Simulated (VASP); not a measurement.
Ta: relaxation of cell and atoms with PBEsol

The system is Ta.

```
CELL_PARAMETERS angstrom
-1.64187 1.64187 1.64187
1.64187 -1.64187 1.64187
1.64187 1.64187 -1.64187
ATOMIC_POSITIONS crystal
Ta 0.00000 0.00000 0.00000
```

| Property | Result |
| --- | --- |
| Program | VASP 6.6.1 |
| Task | relaxation of cell and atoms |
| Functional | PBEsol |
| Potentials or basis | VASP PAW PBE potentials, release 64 (Ta_pv) |
| Cutoff | 600 eV |
| k mesh | 20 × 20 × 20 |
| Occupations | fermi-dirac, width 0.15 eV |
| Spin | no spin polarisation |
| Target pressure | 3 GPa |
| Dipole correction | no |
| Further INCAR settings | ALGO = Normal; EDIFF = 1e-06; IBRION = 2; EDIFFG = -0.001; NSW = 80; ISIF = 3 |

```json
{
 "Relaxed volume": "17.48 Å³/atom",
 "Relaxed cell": "a = 2.831 Å, b = 2.831 Å, c = 2.831 Å, α = 109.47°, β = 109.47°, γ = 109.47°",
 "Space group after relaxing (to 0.1 Å)": "Im-3m (No. 229)",
 "Energy change on relaxing (the run minimises the enthalpy)": "+2.3 meV/atom",
 "Ionic steps": "14",
 "Pressure after relaxing": "3.0 GPa",
 "Band gap on the k mesh": "zero (an odd number of electrons rules out a gap without spin polarisation)"
}
```

Step by step:
```csv
step,energy change (eV),largest force (eV/Å),pressure (GPa),volume (Å³)
1,0.0000,0.0000,0.21,17.70
2,0.0250,0.0000,10.43,16.92
3,0.0022,0.0000,2.97,17.48
4,0.0023,0.0000,3.02,17.47
5,0.0022,0.0000,2.99,17.48
6,0.0023,0.0000,2.94,17.47
7,0.0023,0.0000,2.96,17.47
8,0.0023,0.0000,3.01,17.47
9,0.0023,0.0000,3.03,17.47
10,0.0023,0.0000,3.03,17.47
11,0.0023,0.0000,3.03,17.47
12,0.0023,0.0000,3.02,17.47
13,0.0023,0.0000,3.02,17.47
14,0.0023,0.0000,3.00,17.48
```

Final structure:
```xyz
1
Lattice="-1.6348 1.6348 1.6348 1.6348 -1.6348 1.6348 1.6348 1.6348 -1.6348" Properties=species:S:1:pos:R:3 pbc="T T T"
Ta    0.0000    0.0000    0.0000
```

Levels at points of the mesh, in eV from the Fermi level:
```tsv
k point	band 4	band 5	band 6	band 7	band 8	band 9
(0.00, 0.00, 0.00)	-8.07	0.70	0.70	0.70	4.08	4.08
(0.50, 0.00, 0.00)	-4.55	-1.67	1.73	3.98	5.04	8.09
(0.50, 0.50, 0.50)	-4.02	-4.02	7.07	7.07	7.07	8.92
```

Wall time 79 s on 1 thread of AMD EPYC 9R45 96-Core Processor (Zen 5), on a shared host, peak memory 0.16 GiB.

Caveat: the cell is relaxed towards a set pressure, so the run minimises the enthalpy, not the energy; the PAW data sets were made with another functional, which shifts forces and pressure a little; spin-orbit coupling is left out, which moves the levels of the heavy elements.
